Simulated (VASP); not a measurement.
# Mg8HO8 (a cell with a defect) in VASP: further runs

Runs on Mg8HO8 (a cell with a defect). Level: LDA. Tasks: single point.

Everything below comes from runs of VASP 6.6.1. Logs are shortened: lines on timing, memory, paths and dates and some standing lists are left out, and cuts for length are marked.

## (1) The cell of the first run

The cell holds a defect, 17 atoms: a = 6.080 Å, b = 6.080 Å, c = 6.080 Å, α = 60.00°, β = 60.00°, γ = 60.00°.

## (2) Single point, LDA

File INCAR:

```
SYSTEM = Mg8HO8
  ALGO = Normal
  EDIFF = 1E-6
  ENCUT = 520
  GGA = CA
  ISIF = 2
  ISMEAR = -1
  LASPH = .TRUE.
  LCHARG = .FALSE.
  LREAL = Auto
  LWAVE = .FALSE.
  NBANDS = 46
  NELECT = 64.0
  NELM = 60
  PREC = Accurate
  SIGMA = 0.02
```

File KPOINTS:

```
k-points
0
G
  2 2 2
  0 0 0
```

File POSCAR:

```
Mg8HO8
1.0
    0.0000000000      4.2993000000      4.2993000000
    4.2993000000      0.0000000000      4.2993000000
    4.2993000000      4.2993000000      0.0000000000
Mg O H
8 8 1
Direct
   -0.0317209778      0.0320096295      0.0217291187
   -0.0100901310      0.0103843649      0.5063423115
   -0.0033072826      0.4969315935      0.0096222641
    0.0031395809      0.5033254251      0.4982755332
    0.4969684600     -0.0028456958      0.0044422348
    0.5033638034      0.0036026795      0.5029472240
    0.5322682762      0.4680208406      0.0217363292
    0.5100544275      0.4902398065      0.5062405508
    0.2525163399      0.2470942944      0.2539700649
    0.2477446328      0.2532999558      0.7530843393
    0.2502959784      0.7499991859      0.2253823878
    0.2498752122      0.7504197195      0.7449562720
    0.7501103668      0.2501831694      0.2652984207
    0.7501651432      0.2501265322      0.7600034889
    0.7469931152      0.7525489033      0.2538367874
    0.7531986602      0.7477773126      0.7532863489
    0.2503978555      0.7499326635     -0.0918771661
```

Potentials or basis: VASP PAW LDA potentials, release 64 (Mg, O, H).

The run is started by

```console
$ cat potpaw_LDA.64/Mg/POTCAR potpaw_LDA.64/O/POTCAR potpaw_LDA.64/H/POTCAR > POTCAR
$ mpirun -np 1 vasp_std > vasp.out
```

OUTCAR:

```text
SYSTEM = Mg8HO8
   EDIFF = 1E-6
   ENCUT = 520
   GGA = CA
   ISIF = 2
   ISMEAR = -1
   LASPH = .TRUE.
   LREAL = Auto
   NELECT = 64.0
   NELM = 60
   PREC = Accurate

 ion  position               nearest neighbor table
   1  0.968  0.032  0.022-  17 1.85  13 1.99  14 2.07  11 2.12  15 2.16  10 2.16  12 2.40   7 2.65
                             6 2.88   3 2.88   2 2.95   5 3.03   4 3.03   4 3.06   5 3.06   2 3.14
   2  0.990  0.010  0.506-  13 2.07  14 2.12  12 2.15   9 2.15  16 2.15  11 2.33   8 2.92   1 2.95
                             3 2.99   6 2.99   5 3.01   4 3.01   4 3.07   5 3.07   6 3.09   3 3.09
   3  0.997  0.497  0.010-  13 2.12  15 2.15  16 2.15   9 2.15  10 2.15  12 2.18   7 2.88   1 2.88
                             8 2.99   2 2.99   4 3.01   5 3.04   5 3.04   4 3.07   2 3.09   8 3.09
   4  0.003  0.503  0.498-  11 2.13  10 2.15  16 2.15   9 2.15  15 2.15  14 2.18   3 3.01   2 3.01
                             8 3.01   7 3.03   1 3.03   6 3.04   6 3.04   1 3.06   7 3.07   8 3.07
   5  0.497  0.997  0.004-  11 2.13  15 2.15   9 2.15  16 2.15  10 2.15  14 2.18   6 3.01   2 3.01
                             8 3.01   7 3.03   1 3.03   3 3.04   3 3.04   1 3.06   7 3.07   8 3.07
   6  0.503  0.004  0.503-  13 2.12  10 2.15   9 2.15  16 2.15  15 2.15  12 2.18   7 2.88   1 2.88
                             8 2.99   2 2.99   5 3.01   4 3.04   4 3.04   5 3.07   2 3.09   8 3.09
   7  0.532  0.468  0.022-  17 1.85  13 1.99  14 2.07  11 2.11   9 2.16  16 2.16  12 2.40   1 2.65
                             6 2.88   3 2.88   8 2.95   5 3.03   4 3.03   4 3.07   5 3.07   8 3.14
   8  0.510  0.490  0.506-  13 2.07  14 2.12  12 2.15  15 2.15  10 2.15  11 2.33   2 2.92   7 2.95
                             3 2.99   6 2.99   5 3.01   4 3.01   4 3.07   5 3.07   6 3.09   3 3.09
   9  0.253  0.247  0.254-   5 2.15   2 2.15   6 2.15   3 2.15   4 2.15   7 2.16
  10  0.248  0.253  0.753-   4 2.15   8 2.15   6 2.15   3 2.15   5 2.15   1 2.16
  11  0.250  0.750  0.225-   7 2.11   1 2.12   5 2.13   4 2.13   8 2.33   2 2.33
  12  0.250  0.750  0.745-  17 0.99   2 2.15   8 2.15   3 2.18   6 2.18   1 2.40   7 2.40
  13  0.750  0.250  0.265-   7 1.99   1 1.99   2 2.07   8 2.07   6 2.12   3 2.12
  14  0.750  0.250  0.760-   7 2.07   1 2.07   2 2.12   8 2.12   5 2.18   4 2.18
  15  0.747  0.753  0.254-   5 2.15   8 2.15   3 2.15   6 2.15   4 2.15   1 2.16
  16  0.753  0.748  0.753-   4 2.15   2 2.15   3 2.15   6 2.15   5 2.15   7 2.16
  17  0.250  0.750  0.908-  12 0.99   7 1.85   1 1.85

  LATTYP: Found a face centered cubic cell.
 ALAT       =     8.5986000000

  Lattice vectors:

 A1 = (   0.0000000000,   4.2993000000,   4.2993000000)
 A2 = (   4.2993000000,   0.0000000000,   4.2993000000)
 A3 = (   4.2993000000,   4.2993000000,   0.0000000000)

Analysis of symmetry for initial positions (statically):
=====================================================================
 Subroutine PRICEL returns:
 Original cell was already a primitive cell.

 Routine SETGRP: Setting up the symmetry group for a
 face centered cubic supercell.

[... 145 lines left out ...]
   EFERMI =   0.00;   METHOD = LEGACY
   ISMEAR =    -1;   SIGMA  =   0.02  broadening in eV -4-tet -1-fermi 0-gaus
   EFERMI_NEDOS =   21; number of points for ismear=-14 and -15
   IALGO  =     38    algorithm
   IMIX   =      4    mixing-type and parameters
     AMIX     =   0.40;   BMIX     =  1.00
     AMIX_MAG =   1.60;   BMIX_MAG =  1.00
  volume/ion in A,a.u.               =       9.35        63.09
  Fermi-wavevector in a.u.,A,eV,Ry     =   1.208909  2.284507 19.884395  1.461462
  Thomas-Fermi vector in A             =   2.344503
   LORBIT       =      0    0 simple, 1 ext, 2 COOP (PROOUT), +10 PAW based schemes
   GGA     = CA    functional components
   LHFCALC =     F    Hartree Fock is set to
   AEXX    =    0.0000 exact exchange contribution
   IVDW    =     0    specifies the selected vdW correction
   LEPSILON=     F    determine dielectric tensor
   LRPA    =     F    only Hartree local field effects (RPA)
 non-spin polarized calculation
  energy-cutoff  :      520.00
  volume of cell :      158.94
 maximum number of plane-waves:      4314
 NGX is ok and might be reduce to    48
   NGX = 23   NGY = 23   NGZ = 23

 number of electron      64.0000002 magnetization

 Free energy of the ion-electron system (eV)
  ---------------------------------------------------
  ext. energy  EPLUGINS =         0.00000000
  ---------------------------------------------------
  free energy    TOTEN  =      -113.51423165 eV

  energy without entropy =     -113.51423165  energy(sigma->0) =     -113.51423165

 E-fermi :   3.0473     XC(G=0): -11.2768

 val. band max:        2.5637302183   @ k =   0.0000   0.0000   0.0000
 cond. band min:       6.2762527489   @ k =   0.0000   0.0000   0.0000
 fundamental gap:      3.7125225305
 Fermi energy:         3.0472833737

 k-point     1 :       0.0000    0.0000    0.0000
  band No.  band energies     occupation
      1     -16.6237      2.00000
      2     -14.0193      2.00000
      3     -13.1708      2.00000
      4     -12.9121      2.00000
      5     -12.6695      2.00000
      6     -12.6645      2.00000
[... 365 lines left out ...]
     43      13.1844      0.00000
     44      13.2882      0.00000
 [bands above 44 left out]

------------------------ aborting loop because EDIFF is reached ----------------------------------------

  FORCE on cell =-STRESS in cart. coord.  units (eV):
  Direction    XX          YY          ZZ          XY          YZ          ZX
  --------------------------------------------------------------------------------------
  -------------------------------------------------------------------------------------
  Total      -17.4228520    -17.4000697    -20.8282773     -4.1322533      0.0001453     -0.0004585
  in kB     -175.6331875   -175.4035272   -209.9619928    -41.6556835      0.0014647     -0.0046219
  external PRESSURE =    -186.9995692 kB  Pullay stress =       0.0000000 kB

 VOLUME and BASIS-vectors are now :
 -----------------------------------------------------------------------------
  energy-cutoff  :      520.00
  volume of cell :      158.94
      direct lattice vectors                 reciprocal lattice vectors
     0.000000000  4.299300000  4.299300000    -0.116298002  0.116298002  0.116298002
     4.299300000  0.000000000  4.299300000     0.116298002 -0.116298002  0.116298002
     4.299300000  4.299300000  0.000000000     0.116298002  0.116298002 -0.116298002

 POSITION                                       TOTAL-FORCE (eV/Angst)
 -----------------------------------------------------------------------------------
      0.23104      4.25634      4.30054        -0.005154     -0.002549     -0.000132
      2.22156      6.43284      4.30056         0.007546      0.004338     -0.000036
      2.17783      4.32645      6.42154        -0.009442     -0.007028     -0.023458
      4.30618      2.15573      2.17745         0.002034      0.005967     -0.008797
      4.30616      2.15572      6.42368         0.002118      0.006036      0.008649
      2.17781      4.32643      2.17960        -0.009522     -0.006972      0.023320
[... 9 lines left out ...]
      6.45352      6.47683      6.45315         0.000415     -0.006247      0.000099
      7.12848      4.98083      4.30072         0.125168      0.115995     -0.000059
 -----------------------------------------------------------------------------------
    total drift:                               -0.002723     -0.004728      0.001935

  FREE ENERGIE OF THE ION-ELECTRON SYSTEM (eV)
  ---------------------------------------------------
  free  energy   TOTEN  =      -113.5142316509 eV

  energy  without entropy=     -113.5142316509  energy(sigma->0) =     -113.51423165
```

stdout:

```text
POSCAR found type information on POSCAR MgO H
 POSCAR found :  3 types and      17 ions
 scaLAPACK will be used
 LDA part: xc-table for (Slater(with rela. corr.)+CA(PZ))
 , standard interpolation
 POSCAR, INCAR and KPOINTS ok, starting setup
 FFT: planning ... GRIDC
 FFT: planning ... GRID_SOFT
 FFT: planning ... GRID
 WAVECAR not read
 entering main loop
 the old and the new charge density differ
 old charge density:    65.00000 new   64.00000
    0.193E+01
```

Run time: 2.4 min. Hardware: 1 thread of Intel Xeon Platinum 8259CL at 2.50GHz (Skylake/Cascade Lake), shared host; peak memory 0.28 GiB.

Results:

```
Free energy   : -113.5142 eV
Largest force : 0.173 eV/Å
```

Forces on the atoms (eV/Å):
```
Mg  -0.005 -0.003  0.000
Mg   0.008  0.004  0.000
Mg  -0.009 -0.007 -0.023
Mg   0.002  0.006 -0.009
Mg   0.002  0.006  0.009
Mg  -0.010 -0.007  0.023
Mg   0.003 -0.005  0.000
Mg   0.000  0.007  0.000
O    0.000 -0.007  0.000
O    0.006  0.010 -0.001
O    0.004 -0.006  0.001
O   -0.128 -0.116  0.000
O   -0.003  0.008  0.001
O    0.000 -0.010 -0.001
O    0.005  0.009  0.002
O    0.000 -0.006  0.000
H    0.125  0.116  0.000
```

Caveat: the k points lie up to 0.63 Å⁻¹ apart; the cell carries a net charge on a neutralising background, which shifts energy and pressure; the cell is charged against a uniform background, so pressure and absolute levels hang on convention.

(Part 1 of 2 ends here.)
